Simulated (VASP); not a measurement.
Input of a VASP 6.6.1 run:

Contents of INCAR:

```
ALGO = Normal ; EDIFF = 1E-7
ENCUT = 520 ; GGA = PE
ISIF = 2 ; ISMEAR = 0
LASPH = True ; LCHARG = False
LREAL = False ; LWAVE = False
NBANDS = 16 ; NELM = 80
PREC = Accurate ; SIGMA = 0.01
```

KPOINTS

```
k-points
0
Gamma
  6 6 2
```

File POSCAR:

```
AlN
1.0
    3.1066939250      0.0000000000      0.0000000000
   -1.5533469625      2.6904758608      0.0000000000
    0.0000000000      0.0000000000      4.9785898263
Al N
2 2
Direct
    0.6666666667      0.3333333333      0.4992046637
    0.3333333333      0.6666666667      0.9992046637
    0.6666666667      0.3333333333      0.8807953363
    0.3333333333      0.6666666667      0.3807953363
```

Potentials or basis: VASP PAW PBE potentials, release 64 (Al, N).

Run with:

```console
$ cat potpaw_PBE.64/Al/POTCAR potpaw_PBE.64/N/POTCAR > POTCAR
$ mpirun -np 1 vasp_std > vasp.out
```

(1) Estimate the pressure.

(2) Estimate the largest force.

(3) Predict the band gap on the k mesh.

Results:

(1) 4.4 GPa.

(2) 0.011 eV/Å.

(3) 4.24 eV, direct.

Caveat: the k points lie up to 0.63 Å⁻¹ apart.
